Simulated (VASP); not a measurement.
Wanted: the native input for a VASP 6.6.1 run.

```
Task                   : single point
Functional             : LDA
Potentials or basis    : VASP PAW LDA potentials, release 64 (Be, B)
Cutoff                 : 520 eV
k mesh                 : 9 × 9 × 8, shifted
Occupations            : fermi-dirac, width 0.15 eV
Spin                   : no spin polarisation
Dipole correction      : no
Further INCAR settings : ALGO = Normal; EDIFF = 1e-06; NBANDS = 11
```

The structure of BeB2 lies in POSCAR:

```
BeB2
1.0
    2.8373148026     -0.0000000028      0.0000000000
   -1.4186573989      2.4571866990      0.0000000000
    0.0000000000      0.0000000000      2.6892742301
Be B
1 2
Direct
    0.0000000000      0.0000000000      0.0000000000
    0.3333333333      0.6666666667      0.5000000000
    0.6666666667      0.3333333333      0.5000000000
```

These files were run (other wordings do the same):

INCAR

```
SYSTEM = BeB2
PREC = Accurate
ENCUT = 520
EDIFF = 1E-6
ISMEAR = -1
SIGMA = 0.15
LREAL = .FALSE.
LASPH = .TRUE.
NELM = 80
ALGO = Normal
ISIF = 2
LWAVE = .FALSE.
LCHARG = .FALSE.
GGA = CA
NBANDS = 11
```

KPOINTS

```
Automatic mesh
0
Gamma
  9 9 8
  0 0 0.5
```

Potentials or basis: VASP PAW LDA potentials, release 64 (Be, B).

Command:

```sh
$ cat potpaw_LDA.64/Be/POTCAR potpaw_LDA.64/B/POTCAR > POTCAR
$ mpirun -np 1 vasp_std > vasp.out
```

It gave:

```
Pressure               : 20.5 GPa
Band gap on the k mesh : zero (band 4 reaches 12.45 eV, above the bottom of band 5 at 4.37 eV)
```

It took 6.1 s on 1 thread of Intel(R) Xeon(R) Platinum 8375C CPU @ 2.90GHz (Ice Lake), on a shared host, peak memory 0.12 GiB.
